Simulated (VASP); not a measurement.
BiTe:

```
Bi Te
1.0
     0.00000    3.20058    3.20058
     3.20058    0.00000    3.20058
     3.20058    3.20058    0.00000
Bi Te
1 1
Direct
  0.00000 0.00000 0.00000
  0.50000 0.50000 0.50000
```

- Program: VASP 6.6.1
- Task: relaxation of cell and atoms
- Functional: LDA
- Potentials or basis: VASP PAW LDA potentials, release 64 (Bi_d, Te)
- Cutoff: 500 eV
- k mesh: 12 × 12 × 12
- Occupations: fermi-dirac, width 0.15 eV
- Spin: no spin polarisation

At the start: pressure -1.1 GPa; volume 32.79 Å³/atom.

Task: Where does the relaxation end?

Result: Over 4 steps the energy falls by 2.3 meV/atom and the volume is 32.11 Å³/atom (-2.0 %); space group Fm-3m (No. 225, to 0.1 Å) before and after.

Step by step:
```tsv
step	energy change (eV)	largest force (eV/Å)	pressure (GPa)	volume (Å³)
1	0.0000	0.0000	-1.10	65.57
2	-0.0028	0.0000	0.73	63.46
3	-0.0046	0.0000	-0.01	64.26
4	-0.0046	0.0000	0.00	64.23
```

Final structure:
```cif
data_structure
_symmetry_space_group_name_H-M 'P 1'
_symmetry_Int_Tables_number 1
_cell_length_a 4.4952
_cell_length_b 4.4952
_cell_length_c 4.4952
_cell_angle_alpha 60.000
_cell_angle_beta 60.000
_cell_angle_gamma 60.000
_cell_volume 64.23
loop_
_atom_site_label
_atom_site_type_symbol
_atom_site_fract_x
_atom_site_fract_y
_atom_site_fract_z
_atom_site_occupancy
Bi1 Bi 0.00000 0.00000 0.00000 1
Te1 Te 0.50000 0.50000 0.50000 1
```

Caveat: an odd number of electrons without spin polarisation forces a metal; a magnetic or distorted state may lie lower.
